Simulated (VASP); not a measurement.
# Na4H in VASP: further runs

Na4H is run at these levels: PBE; tasks: single point.

Everything below comes from runs of VASP 6.6.1. Logs are shortened: lines on timing, memory, paths and dates and some standing lists are left out, and cuts for length are marked.

**1. The cell of the first run**

The cell holds a slab with vacuum, 10 atoms: a = 7.267 Å, b = 7.267 Å, c = 20.967 Å, α = 90.00°, β = 90.00°, γ = 109.47°.

**2. Single point, PBE**

Contents of INCAR:

```
SYSTEM = Na4H
ALGO     = Normal         ! electronic algorithm
DIPOL    = 0.5 0.5 0.283
EDIFF    = 1E-6           ! SCF threshold, eV
ENCUT    = 520            ! plane-wave cutoff, eV
GGA      = PE             ! functional
IDIPOL   = 3            
ISIF     = 2              ! what is computed and relaxed
ISMEAR   = 0              ! smearing method
LASPH    = .True.         ! aspherical terms in the spheres
LCHARG   = .True.         ! write CHGCAR
LDIPOL   = .True.       
LELF     = .True.         ! ELF
LREAL    = .False.        ! projectors in reciprocal space
LVACPOTAV= .True.       
LVHAR    = .True.       
LWAVE    = .False.        ! write WAVECAR
NBANDS   = 40             ! bands
NELM     = 100            ! most SCF steps
PREC     = Accurate       ! precision mode
SIGMA    = 0.1            ! smearing width, eV
```

Contents of KPOINTS:

```
k-points
0
Gamma
  4 4 1
  0 0 0
```

Contents of POSCAR:

```
Na4H
1.0
    7.2665057608      0.0000000000      0.0000000000
   -2.4221685869      6.8509273320      0.0000000000
    0.0000000000      0.0000000000     20.9665385532
Na H
8 2
Direct
    0.2500000000      0.2500000000      0.1907801800
    0.2500000000      0.7500000000      0.1907801800
    0.7500000000      0.2500000000      0.1907801800
    0.7500000000      0.7500000000      0.1907801800
    0.0000000000      0.0000000000      0.3322693699
    0.0000000000      0.5000000000      0.3322693699
    0.5000000000      0.0000000000      0.3322693699
    0.5000000000      0.5000000000      0.3322693699
   -0.0812632673      0.7500000000      0.3689945545
    0.0812632673      0.7500000000      0.3689945545
```

Potentials or basis: VASP PAW PBE potentials, release 64 (Na_pv, H).

Started as:

```bash
> cat potpaw_PBE.64/Na_pv/POTCAR potpaw_PBE.64/H/POTCAR > POTCAR
> mpirun -np 1 vasp_std > vasp.out
```

OUTCAR:

```text
SYSTEM = Na4H
   EDIFF = 1E-6
   ENCUT = 520
   GGA = PE
   ISIF = 2
   ISMEAR = 0
   LASPH = .True.
   LREAL = .False.
   NELM = 100
   PREC = Accurate

 ion  position               nearest neighbor table
   1  0.250  0.250  0.191-
   2  0.250  0.750  0.191-
   3  0.750  0.250  0.191-
   4  0.750  0.750  0.191-
   5  0.000  0.000  0.332-
   6  0.000  0.500  0.332-
   7  0.500  0.000  0.332-
   8  0.500  0.500  0.332-
   9  0.919  0.750  0.369-
  10  0.081  0.750  0.369-

  LATTYP: Found a base centered orthorhombic cell.
 ALAT       =     8.3906381142
 B/A-ratio  =     1.4142135624
 C/A-ratio  =     2.4988014342

  Lattice vectors:

 A1 = (   7.2665057608,   0.0000000000,   0.0000000000)
 A2 = (  -2.4221685869,   6.8509273320,   0.0000000000)
 A3 = (   0.0000000000,   0.0000000000,  20.9665385532)

Analysis of symmetry for initial positions (statically):
=====================================================================
 Subroutine PRICEL returns:
 Original cell was already a primitive cell.

 Routine SETGRP: Setting up the symmetry group for a
 base centered orthorhombic supercell.

 Subroutine GETGRP returns: Found  2 space group operations
 (whereof  1 operations were pure point group operations)
 out of a pool of  8 trial point group operations.

The static configuration has the point symmetry C_1 .
 The point group associated with its full space group is C_2 .

Analysis of symmetry for dynamics (positions and initial velocities):
=====================================================================
 Subroutine PRICEL returns:
 Original cell was already a primitive cell.

 Routine SETGRP: Setting up the symmetry group for a
 base centered orthorhombic supercell.

 Subroutine GETGRP returns: Found  2 space group operations
 (whereof  1 operations were pure point group operations)
 out of a pool of  8 trial point group operations.

The dynamic configuration has the point symmetry C_1 .
 The point group associated with its full space group is C_2 .

 Subroutine INISYM returns: Found  2 space group operations
 (whereof  1 operations are pure point group operations),
 and found     1 'primitive' translations

----------------------------------------------------------------------------------------

                                     Primitive cell

  volume of cell :    1043.7626

  direct lattice vectors                    reciprocal lattice vectors
     7.266505761  0.000000000  0.000000000     0.137617726  0.048655214  0.000000000
    -2.422168587  6.850927332  0.000000000     0.000000000  0.145965641  0.000000000
     0.000000000  0.000000000 20.966538553     0.000000000  0.000000000  0.047695045

  length of vectors
     7.266505761  7.266505761 20.966538553     0.145965641  0.145965641  0.047695045

  position of ions in fractional coordinates (direct lattice)
     0.250000000  0.250000000  0.190780180
     0.250000000  0.750000000  0.190780180
     0.750000000  0.250000000  0.190780180
     0.750000000  0.750000000  0.190780180
     0.000000000  0.000000000  0.332269370
     0.000000000  0.500000000  0.332269370
     0.500000000  0.000000000  0.332269370
     0.500000000  0.500000000  0.332269370
     0.918736733  0.750000000  0.368994554
     0.081263267  0.750000000  0.368994554

  ion indices of the primitive-cell ions
   primitive index   ion index
                 1           1
                 2           2
                 3           3
                 4           4
                 5           5
                 6           6
                 7           7
                 8           8
                 9           9
                10          10

----------------------------------------------------------------------------------------

 KPOINTS: k-points

Automatic generation of k-mesh.
 Grid dimensions read from file:
 generate k-points for:    4    4    1

 Generating k-lattice:

  Cartesian coordinates                     Fractional coordinates (reciprocal lattice)
     0.034404432  0.012163803  0.000000000     0.250000000  0.000000000  0.000000000
     0.000000000  0.036491410  0.000000000     0.000000000  0.250000000  0.000000000
     0.000000000  0.000000000  0.047695045     0.000000000  0.000000000  1.000000000

  Length of vectors
     0.036491410  0.036491410  0.047695045

  Shift w.r.t. Gamma in fractional coordinates (k-lattice)
     0.000000000  0.000000000  0.000000000

 Subroutine IBZKPT returns following result:
 ===========================================

 Found     10 irreducible k-points:

 Following reciprocal coordinates:
            Coordinates               Weight
  0.000000  0.000000  0.000000      1.000000
  0.250000  0.000000  0.000000      2.000000
  0.000000  0.250000  0.000000      2.000000
  0.500000  0.000000  0.000000      1.000000
  0.000000  0.500000  0.000000      1.000000
  0.250000  0.250000  0.000000      2.000000
  0.500000  0.250000  0.000000      2.000000
[... 54 lines left out ...]
  energy-cutoff  :      520.00
  volume of cell :     1043.76
 maximum number of plane-waves:     28122
   NGX = 27   NGY = 27   NGZ = 77

 number of electron      57.9999951 magnetization

 dipolmoment           0.000000      0.000000      0.024787 electrons x Angstroem

 Free energy of the ion-electron system (eV)
  ---------------------------------------------------
  ext. energy  EPLUGINS =         0.00000000
  ---------------------------------------------------
  free energy    TOTEN  =       -14.60033237 eV

  energy without entropy =      -14.57374792  energy(sigma->0) =      -14.58704015

 E-fermi :  -1.9337     XC(G=0):  -2.5785

 val. band max:       -1.9434859728   @ k =   0.5000   0.0000   0.0000
 cond. band min:      -1.8928931805   @ k =   0.2500   0.0000   0.0000
 fundamental gap:      0.0505927923
 Fermi energy:        -1.9337245525

 k-point     1 :       0.0000    0.0000    0.0000
  band No.  band energies     occupation
      1     -27.1047      2.00000
      2     -27.1025      2.00000
      3     -27.1008      2.00000
      4     -27.0926      2.00000
      5     -27.0885      2.00000
      6     -27.0775      2.00000
[... 32 lines left out ...]
     39       0.6650      0.00000
     40       0.8891      0.00000

 k-point     2 :       0.2500    0.0000    0.0000
  band No.  band energies     occupation
      1     -27.1034      2.00000
      2     -27.1012      2.00000
      3     -27.1000      2.00000
      4     -27.0923      2.00000
      5     -27.0882      2.00000
      6     -27.0809      2.00000
[... 32 lines left out ...]
     39       0.8134      0.00000
     40       1.0643      0.00000

 k-point     3 :       0.0000    0.2500    0.0000
  band No.  band energies     occupation
      1     -27.1044      2.00000
      2     -27.1022      2.00000
      3     -27.1008      2.00000
      4     -27.0900      2.00000
      5     -27.0865      2.00000
      6     -27.0775      2.00000
[... 32 lines left out ...]
     39       0.6813      0.00000
     40       1.0525      0.00000

 k-point     4 :       0.5000    0.0000    0.0000
  band No.  band energies     occupation
      1     -27.1023      2.00000
      2     -27.1021      2.00000
      3     -27.0936      2.00000
      4     -27.0935      2.00000
      5     -27.0870      2.00000
      6     -27.0869      2.00000
[... 32 lines left out ...]
     39       1.1820      0.00000
     40       1.2345      0.00000
[... 170 lines left out ...]
     39       1.4283      0.00000
     40       1.5582      0.00000

 k-point     9 :      -0.2500    0.2500    0.0000
  band No.  band energies     occupation
      1     -27.1034      2.00000
      2     -27.1012      2.00000
      3     -27.0996      2.00000
      4     -27.0901      2.00000
      5     -27.0864      2.00000
      6     -27.0809      2.00000
[... 32 lines left out ...]
     39       1.1321      0.00000
     40       1.1388      0.00000

 k-point    10 :       0.5000    0.5000    0.0000
  band No.  band energies     occupation
      1     -27.1022      2.00000
      2     -27.1021      2.00000
      3     -27.0909      2.00000
      4     -27.0908      2.00000
      5     -27.0849      2.00000
      6     -27.0848      2.00000
[... 32 lines left out ...]
     39       1.3651      0.00000
     40       1.4531      0.00000

------------------------ aborting loop because EDIFF is reached ----------------------------------------

  FORCE on cell =-STRESS in cart. coord.  units (eV):
  Direction    XX          YY          ZZ          XY          YZ          ZX
  --------------------------------------------------------------------------------------
  -------------------------------------------------------------------------------------
  Total       -2.3142437      1.3260441      0.3664704     -0.5255618      0.0000000      0.0000000
  in kB       -3.5523680      2.0354799      0.5625327     -0.8067383      0.0000000      0.0000000
  external PRESSURE =      -0.3181184 kB  Pullay stress =       0.0000000 kB

 VOLUME and BASIS-vectors are now :
 -----------------------------------------------------------------------------
  energy-cutoff  :      520.00
  volume of cell :     1043.76
      direct lattice vectors                 reciprocal lattice vectors
     7.266505761  0.000000000  0.000000000     0.137617726  0.048655214  0.000000000
    -2.422168587  6.850927332  0.000000000     0.000000000  0.145965641  0.000000000
     0.000000000  0.000000000 20.966538553     0.000000000  0.000000000  0.047695045

 POSITION                                       TOTAL-FORCE (eV/Angst)
 -----------------------------------------------------------------------------------
      1.21108      1.71273      4.00000         0.028818      0.009634      0.026520
      0.00000      5.13820      4.00000         0.042744      0.017054     -0.015632
      4.84434      1.71273      4.00000        -0.028818     -0.009634      0.026520
      3.63325      5.13820      4.00000        -0.042744     -0.017054     -0.015632
      0.00000      0.00000      6.96654        -0.019113      0.826151     -0.363969
     -1.21108      3.42546      6.96654         0.019113     -0.826151     -0.363969
      3.63325      0.00000      6.96654        -0.036815     -0.080075      0.044950
      2.42217      3.42546      6.96654         0.036815      0.080075      0.044950
      4.85938      5.13820      7.73654         1.171087     -0.960148      0.308131
     -1.22613      5.13820      7.73654        -1.171087      0.960148      0.308131
 -----------------------------------------------------------------------------------
    total drift:                               -0.000000     -0.000000     -0.004975

  FREE ENERGIE OF THE ION-ELECTRON SYSTEM (eV)
  ---------------------------------------------------
  free  energy   TOTEN  =       -14.6003323688 eV

  energy  without entropy=      -14.5737479213  energy(sigma->0) =      -14.58704015

 vacuum level on the upper side and lower side of the slab         1.070         0.980
```

Wall time 16 min (1 thread of Oxide Virtual Turin-like, shared host); peak memory 1 GiB.

Results:

```yaml
Free_energy: -14.6003 eV
Largest_force: 1.545 eV/Å
Band_gap_on_the_k_mesh: zero (bands 29 and 30 overlap by 0.67 eV)
```

Forces in eV/Å, atoms in the order of the input:
```
Na   0.029  0.010  0.027
Na   0.043  0.017 -0.016
Na  -0.029 -0.010  0.027
Na  -0.043 -0.017 -0.016
Na  -0.019  0.826 -0.364
Na   0.019 -0.826 -0.364
Na  -0.037 -0.080  0.045
Na   0.037  0.080  0.045
H    1.171 -0.960  0.308
H   -1.171  0.960  0.308
```

**3. Single point, PBE**

Contents of INCAR:

```
SYSTEM = Na4H
ALGO = Normal ; DIPOL = 0.5 0.5 0.289
EDIFF = 1E-7 ; ENCUT = 520
GGA = PE ; IDIPOL = 3
ISIF = 2 ; ISMEAR = 0
LASPH = .TRUE. ; LCHARG = .FALSE.
LDIPOL = .TRUE. ; LREAL = .FALSE.
LWAVE = .FALSE. ; NBANDS = 40
NELM = 100 ; PREC = Accurate
SIGMA = 0.1
```

Contents of KPOINTS:

```
k-points
0
G
  4 4 1
  0 0 0
```

Changes to POSCAR since step 2:

```diff
@@ -16,3 +16,3 @@
     0.5000000000      0.5000000000      0.3322693699
-   -0.0812632673      0.7500000000      0.3689945545
-    0.0812632673      0.7500000000      0.3689945545
+   -0.0812632673      0.7500000000      0.3995193833
+    0.0812632673      0.7500000000      0.3995193833
```

Potentials or basis: VASP PAW PBE potentials, release 64 (Na_pv, H).

Started as:

```bash
> cat potpaw_PBE.64/Na_pv/POTCAR potpaw_PBE.64/H/POTCAR > POTCAR
> mpirun -np 1 vasp_std > vasp.out
```

It took 16 min on 1 thread of Oxide Virtual Turin-like, shared host; peak memory 0.98 GiB.

The run converged. Its results:

| Quantity | Value |
| --- | --- |
| Free energy | -14.7711 eV |
| Largest force | 2.084 eV/Å |
| Band gap on the k mesh | zero (bands 29 and 30 overlap by 0.69 eV) |

Forces on the atoms (eV/Å):
```
Na   0.012  0.014  0.029
Na   0.037  0.001  0.011
Na  -0.012 -0.014  0.029
Na  -0.037 -0.001  0.011
Na   0.022  0.059 -0.056
Na  -0.022 -0.059 -0.056
Na   0.004 -0.061  0.054
Na  -0.004  0.061  0.054
H    2.068 -0.259 -0.037
H   -2.068  0.259 -0.037
```

Levels at points of the mesh, in eV from the Fermi level:
```csv
k point,band 26,band 27,band 28,band 29,band 30,band 31,band 32,band 33
"(0.00, 0.00, 0.00)",-2.58,-0.78,-0.09,0.44,0.46,0.56,1.02,1.03
"(0.50, 0.00, 0.00)",-1.96,-1.74,-0.55,0.02,0.14,0.45,0.99,1.63
"(0.00, 0.50, 0.00)",-1.91,-1.72,-0.29,-0.21,0.07,0.44,0.80,1.54
"(0.50, 0.50, 0.00)",-1.69,-1.50,-0.69,-0.50,-0.25,0.37,0.68,1.34
```

**4. Single point, PBE**

Contents of INCAR:

```
ALGO = Normal
DIPOL = 0.5 0.5 0.300
EDIFF = 1E-6
ENCUT = 520
GGA = PE
IDIPOL = 3
ISIF = 2
ISMEAR = 0
LASPH = True
LCHARG = True
LDIPOL = True
LELF = True
LREAL = False
LVACPOTAV = True
LVHAR = True
LWAVE = False
NBANDS = 40
NELM = 100
PREC = Accurate
SIGMA = 0.1
```

Contents of KPOINTS:

```
k-points
0
Gamma
  4 4 1
```

Changes to POSCAR since step 3:

```diff
@@ -16,3 +16,3 @@
     0.5000000000      0.5000000000      0.3322693699
-   -0.0812632673      0.7500000000      0.3995193833
-    0.0812632673      0.7500000000      0.3995193833
+   -0.0447257610      0.7500000000      0.4562764869
+    0.0447257610      0.7500000000      0.4562764869
```

Started as:

```bash
> cat potpaw_PBE.64/Na_pv/POTCAR potpaw_PBE.64/H/POTCAR > POTCAR
> mpirun -np 1 vasp_std > vasp.out
```

Run time: 22 min. Hardware: 1 thread of AMD EPYC 9755, shared host; peak memory 1 GiB.

The run converged. Its results:

- Free energy: -15.6914 eV
- Largest force: 4.932 eV/Å
- Band gap on the k mesh: zero (bands 29 and 30 overlap by 0.76 eV)

Forces in eV/Å, atoms in the order of the input:
```
Na   0.003  0.004 -0.010
Na   0.008  0.000 -0.001
Na  -0.003 -0.004 -0.010
Na  -0.008  0.000 -0.001
Na  -0.019  0.048 -0.052
Na   0.019 -0.048 -0.052
Na   0.026  0.011 -0.013
Na  -0.026 -0.011 -0.013
H   -4.932 -0.016  0.076
H    4.932  0.016  0.076
```

Levels at points of the mesh, in eV from the Fermi level:
| k point | band 25 | band 26 | band 27 | band 28 | band 29 | band 30 | band 31 | band 32 | band 33 | band 34 |
| --- | --- | --- | --- | --- | --- | --- | --- | --- | --- | --- |
| (0.00, 0.00, 0.00) | -8.61 | -2.82 | -1.14 | 0.31 | 0.35 | 0.35 | 0.36 | 0.75 | 1.15 | 1.65 |
| (0.50, 0.00, 0.00) | -8.61 | -2.02 | -2.00 | -0.44 | -0.30 | 0.09 | 0.11 | 1.28 | 1.50 | 1.56 |
| (0.00, 0.50, 0.00) | -8.61 | -2.02 | -2.00 | -0.42 | -0.31 | 0.08 | 0.11 | 1.34 | 1.48 | 1.51 |
| (0.50, 0.50, 0.00) | -8.61 | -1.75 | -1.73 | -0.70 | -0.67 | -0.18 | -0.04 | 0.83 | 0.96 | 1.53 |

**5. Single point, PBE**

Contents of INCAR:

```
PREC     = Accurate       # precision mode
ENCUT    = 520            # plane-wave cutoff, eV
EDIFF    = 1E-7           # SCF threshold, eV
ISMEAR   = 0              # smearing method
SIGMA    = 0.1            # smearing width, eV
LREAL    = False          # projectors in reciprocal space
LASPH    = True           # aspherical terms in the spheres
NELM     = 100            # most SCF steps
ALGO     = Normal         # electronic algorithm
ISIF     = 2              # what is computed and relaxed
LWAVE    = False          # write WAVECAR
LCHARG   = False          # write CHGCAR
LDIPOL   = True         
IDIPOL   = 3            
DIPOL    = 0.5 0.5 0.286
GGA      = PE             # functional
NBANDS   = 40             # bands
```

Contents of KPOINTS:

```
Automatic mesh
0
Gamma
  4 4 1
```

Changes to POSCAR since step 4:

```diff
@@ -16,3 +16,3 @@
     0.5000000000      0.5000000000      0.3322693699
-   -0.0447257610      0.7500000000      0.4562764869
-    0.0447257610      0.7500000000      0.4562764869
+   -0.0516066473      0.7500000000      0.3842569689
+    0.0516066473      0.7500000000      0.3842569689
```

Started as:

```bash
> cat potpaw_PBE.64/Na_pv/POTCAR potpaw_PBE.64/H/POTCAR > POTCAR
> mpirun -np 1 vasp_std > vasp.out
```

Run time: 15 min. Hardware: 1 thread of Oxide Virtual Turin-like, shared host; peak memory 1 GiB.

The run converged. Its results:

| Property | Result |
| --- | --- |
| Free energy | -15.3975 eV |
| Largest force | 0.919 eV/Å |
| Band gap on the k mesh | zero (bands 29 and 30 overlap by 0.61 eV) |

Forces on the atoms (eV/Å):
```
Na   0.003  0.000  0.033
Na   0.013  0.002  0.019
Na  -0.003  0.000  0.033
Na  -0.013 -0.002  0.019
Na  -0.148  0.583 -0.403
Na   0.148 -0.583 -0.403
Na   0.100  0.023 -0.025
Na  -0.100 -0.023 -0.025
H   -0.744 -0.386  0.377
H    0.744  0.386  0.377
```

Levels at points of the mesh, in eV from the Fermi level:
```tsv
k point	band 27	band 28	band 29	band 30	band 31	band 32
(0.00, 0.00, 0.00)	-0.95	0.07	0.37	0.42	0.45	0.79
(0.50, 0.00, 0.00)	-1.80	-0.52	-0.10	0.08	0.36	1.27
(0.00, 0.50, 0.00)	-1.80	-0.41	-0.10	-0.08	0.35	1.11
(0.50, 0.50, 0.00)	-1.55	-0.73	-0.55	-0.24	0.26	0.72
```

**6. Summary**

| cell | gap on the mesh (eV) | largest force (eV/Å) |
| --- | --- | --- |
| as given, atomic positions A | none | 1.55 |
| as given, atomic positions B | none | 2.08 |
| as given, atomic positions C | none | 4.93 |
| as given, atomic positions D | none | 0.92 |

Alike in all rows: task single point; level PBE; potentials or basis VASP PAW PBE potentials, release 64 (Na_pv, H); no spin polarisation; k mesh 4 × 4 × 1; cutoff (eV) 520; smearing gaussian 0.1 eV.

Absolute energies hang on the potentials; compare differences alone.
